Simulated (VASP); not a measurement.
# HfS2 (P-3m1) in VASP: notebook, part 2 of 2

VASP 6.6.1.

### Step 3. Vibrations by perturbation theory, PBEsol

This run uses another cell than the first one, of 18.89 Å³/atom.

INCAR

```
SYSTEM = HfS2
PREC     = Accurate       ! precision mode
ENCUT    = 500            ! plane-wave cutoff, eV
EDIFF    = 1E-8           ! SCF threshold, eV
ISMEAR   = -1             ! smearing method
SIGMA    = 0.15           ! smearing width, eV
LREAL    = .FALSE.        ! projectors in reciprocal space
LASPH    = .TRUE.         ! aspherical terms in the spheres
NELM     = 120            ! most SCF steps
ALGO     = Normal         ! electronic algorithm
ISIF     = 2              ! what is computed and relaxed
LWAVE    = .FALSE.        ! write WAVECAR
LCHARG   = .FALSE.        ! write CHGCAR
GGA      = PS             ! functional
IBRION   = 8              ! ionic algorithm
NSW      = 1              ! ionic steps
GGA_COMPAT= .FALSE.
```

KPOINTS

```
Automatic mesh
0
G
  12 12 8
  0 0 0
```

POSCAR

```
HfS2
1.0
    3.4877670386      0.0000000000      0.0000000000
   -1.7438835193      3.0204948579      0.0000000000
    0.0000000000      0.0000000000      5.3805194823
Hf S
1 2
Direct
    0.0000000000      0.0000000000      0.0000000000
    0.6666666667      0.3333333333      0.7260709177
    0.3333333333      0.6666666667      0.2739290823
```

Potentials or basis: VASP PAW PBE potentials, release 64 (Hf_pv, S).

Command:

```bash
$ cat potpaw_PBE.64/Hf_pv/POTCAR potpaw_PBE.64/S/POTCAR > POTCAR
$ mpirun -np 1 vasp_std > vasp.out
```

OUTCAR:

```text
SYSTEM = HfS2
   PREC = Accurate
   ENCUT = 500
   EDIFF = 1E-8
   ISMEAR = -1
   LREAL = .FALSE.
   LASPH = .TRUE.
   NELM = 120
   ISIF = 2
   GGA = PS
   IBRION = 8
   NSW = 1

 ion  position               nearest neighbor table
   1  0.000  0.000  0.000-   2 2.50   3 2.50   3 2.50   2 2.50   2 2.50   3 2.50
   2  0.667  0.333  0.726-   1 2.50   1 2.50   1 2.50
   3  0.333  0.667  0.274-   1 2.50   1 2.50   1 2.50

  LATTYP: Found a hexagonal cell.
 ALAT       =     3.4877670386
 C/A-ratio  =     1.5426831617

  Lattice vectors:

 A1 = (   3.4877670386,   0.0000000000,   0.0000000000)
 A2 = (  -1.7438835193,   3.0204948579,   0.0000000000)
 A3 = (   0.0000000000,   0.0000000000,   5.3805194823)

Analysis of symmetry for initial positions (statically):
=====================================================================
 Subroutine PRICEL returns:
 Original cell was already a primitive cell.

 Routine SETGRP: Setting up the symmetry group for a
 hexagonal supercell.

 Subroutine GETGRP returns: Found 12 space group operations
 (whereof 12 operations were pure point group operations)
 out of a pool of 24 trial point group operations.

The static configuration has the point symmetry D_3d.

Analysis of symmetry for dynamics (positions and initial velocities):
=====================================================================
 Subroutine PRICEL returns:
 Original cell was already a primitive cell.

 Routine SETGRP: Setting up the symmetry group for a
 hexagonal supercell.

 Subroutine GETGRP returns: Found 12 space group operations
 (whereof 12 operations were pure point group operations)
 out of a pool of 24 trial point group operations.

The dynamic configuration has the point symmetry D_3d.

 Subroutine INISYM returns: Found 12 space group operations
 (whereof 12 operations are pure point group operations),
 and found     1 'primitive' translations

----------------------------------------------------------------------------------------

                                     Primitive cell

  volume of cell :      56.6826

  direct lattice vectors                    reciprocal lattice vectors
     3.487767039  0.000000000  0.000000000     0.286716397  0.165535789  0.000000000
    -1.743883519  3.020494858  0.000000000     0.000000000  0.331071578  0.000000000
     0.000000000  0.000000000  5.380519482     0.000000000  0.000000000  0.185855660
[... 569 lines left out ...]
     11       4.9811      1.85113
     12       6.6247      0.00043
     13       7.7128      0.00000
     14       8.0555      0.00000
     15       9.9430      0.00000

 [... further k-points ...]

------------------------ aborting loop because EDIFF is reached ----------------------------------------

  FORCE on cell =-STRESS in cart. coord.  units (eV):
  Direction    XX          YY          ZZ          XY          YZ          ZX
  --------------------------------------------------------------------------------------
  -------------------------------------------------------------------------------------
  Total        2.3313128      2.3313128      2.3405220      0.0000000      0.0000000      0.0000000
  in kB       65.8963477     65.8963477     66.1566529      0.0000000      0.0000000      0.0000000
  external PRESSURE =      65.9831161 kB  Pullay stress =       0.0000000 kB

 VOLUME and BASIS-vectors are now :
 -----------------------------------------------------------------------------
  energy-cutoff  :      500.00
  volume of cell :       56.68
      direct lattice vectors                 reciprocal lattice vectors
     3.487767039  0.000000000  0.000000000     0.286716397  0.165535789  0.000000000
    -1.743883519  3.020494858  0.000000000     0.000000000  0.331071578  0.000000000
     0.000000000  0.000000000  5.380519482     0.000000000  0.000000000  0.185855660

 POSITION                                       TOTAL-FORCE (eV/Angst)
 -----------------------------------------------------------------------------------
      0.00000      0.00000      0.00000        -0.000000      0.000000      0.000000
      1.74388      1.00683      3.90664         0.000000     -0.000000      0.054275
     -0.00000      2.01366      1.47388        -0.000000      0.000000     -0.054275
 -----------------------------------------------------------------------------------
    total drift:                                0.000000     -0.000000      0.000000

  FREE ENERGIE OF THE ION-ELECTRON SYSTEM (eV)
  ---------------------------------------------------
  free  energy   TOTEN  =       -23.9141252232 eV

  energy  without entropy=      -23.8980088851  energy(sigma->0) =      -23.90606705

[... ionic steps 2 to 3 ...]

--------------------------------------- Ionic step        4  -------------------------------------------

------------------------ aborting loop because EDIFF is reached ----------------------------------------
[... 11 lines left out ...]
[... ionic steps 8 to 8 ...]

--------------------------------------- Ionic step        9  -------------------------------------------

 Free energy of the ion-electron system (eV)
  ---------------------------------------------------
  ---------------------------------------------------
  free energy    TOTEN  =        -0.12404854 eV

  energy without entropy =       -0.12406242

------------------------ aborting loop because EDIFF is reached ----------------------------------------

 INTERNAL STRAIN TENSOR  FOR ION    2  DIRECTION 3   (eV/Angst):
 -----------------------------------------------------------------------------
    11.23728  0.00000 -0.00000
    -0.00000 11.23728  0.00000
     0.00000 -0.00000 15.96634

 INTERNAL STRAIN TENSOR FOR ION    3 for displacements in x,y,z  (eV/Angst):
          X           Y           Z          XY          YZ          ZX
  --------------------------------------------------------------------------------
  x     0.00000     0.00000     0.00000     4.53678     0.00000   -10.72983
  y     4.53678    -4.53678     0.00000     0.00000   -11.63730     0.00000
  z   -11.23728   -11.23728   -15.96634     0.00000     0.00000     0.00000

 SECOND DERIVATIVES (NOT SYMMETRIZED)
 ------------------------------------
               1X          1Y          1Z          2X          2Y          2Z          3X          3Y          3Z
  1X    -5.260470    0.000000    0.000000    2.630235    0.000000    0.000000    2.630235    0.000000    0.000000
  1Y     0.000000   -5.260470    0.000000    0.000000    2.630235    0.000000    0.000000    2.630235    0.000000
  1Z     0.000000    0.000000  -18.635375   -0.000000    0.000000    9.317687    0.000000    0.000000    9.317687
  2X     2.637634    0.000000    0.000000   -5.609161    0.000000    0.000000    2.971527    0.000000    0.000000
  2Y     0.000000    2.637634    0.000000    0.000000   -5.609161    0.000000    0.000000    2.971527   -0.000000
  2Z     0.000000   -0.000000    9.312291    0.000000   -0.000000  -12.357746    0.000000   -0.000000    3.045455
  3X     2.637634    0.000000    0.000000    2.971527    0.000000    0.000000   -5.609161    0.000000    0.000000
  3Y     0.000000    2.637634    0.000000    0.000000    2.971527   -0.000000    0.000000   -5.609161    0.000000
  3Z     0.000000   -0.000000    9.312291    0.000000   -0.000000    3.045455    0.000000   -0.000000  -12.357746

 Eigenvectors and eigenvalues of the dynamical matrix
 ----------------------------------------------------

   1 f  =   10.835122 THz    68.079082 2PiTHz  361.420779 cm-1    44.810445 meV
             X         Y         Z           dx          dy          dz
      0.000000  0.000000  0.000000     0.000000    0.000000    0.000000
      1.743884  1.006832  3.906639     0.000000    0.000000   -0.707107
     -0.000000  2.013663  1.473881    -0.000000    0.000000    0.707107
[... 43 lines left out ...]
   9 f/i=    0.003234 THz     0.020321 2PiTHz    0.107883 cm-1     0.013376 meV
             X         Y         Z           dx          dy          dz
      0.000000  0.000000  0.000000    -0.141025   -0.846362    0.000000
      1.743884  1.006832  3.906639    -0.059690   -0.358230    0.000000
     -0.000000  2.013663  1.473881    -0.059690   -0.358230    0.000000

--------------------------------------------------------------------------------------------------------

 ELASTIC MODULI CONTR FROM IONIC RELAXATION (kBar)
 Direction    XX          YY          ZZ          XY          YZ          ZX
 --------------------------------------------------------------------------------
 XX        -599.0510   -327.8482   -658.4858      0.0000    347.8314     -0.0000
 YY        -327.8482   -599.0510   -658.4858     -0.0000   -347.8314      0.0000
 ZZ        -658.4858   -658.4858   -935.6003      0.0000      0.0000     -0.0000
 XY           0.0000     -0.0000      0.0000   -135.6014     -0.0000    320.7075
 YZ         347.8314   -347.8314      0.0000     -0.0000   -892.2228      0.0000
 ZX          -0.0000      0.0000     -0.0000    320.7075      0.0000   -758.4974
 --------------------------------------------------------------------------------
```

It took 14 min on 1 thread of Intel Xeon 6975P-C (Granite Rapids), shared host; peak memory 1.1 GiB.

Results:

| Property | Result |
| --- | --- |
| Highest phonon frequency at Γ, LO-TO splitting left out | 361 cm⁻¹ |

Phonon frequencies in cm⁻¹ (negative: imaginary):
```tsv
q point	frequencies
(0.000, 0.000, 0.000)	0 0 0 174 174 270 270 328 361
```

Caveat: the cell stands under pressure or tension, which shifts response properties; the PAW data sets were made with another functional, which shifts forces and pressure a little; spin-orbit coupling is left out, which moves the levels of the heavy elements.
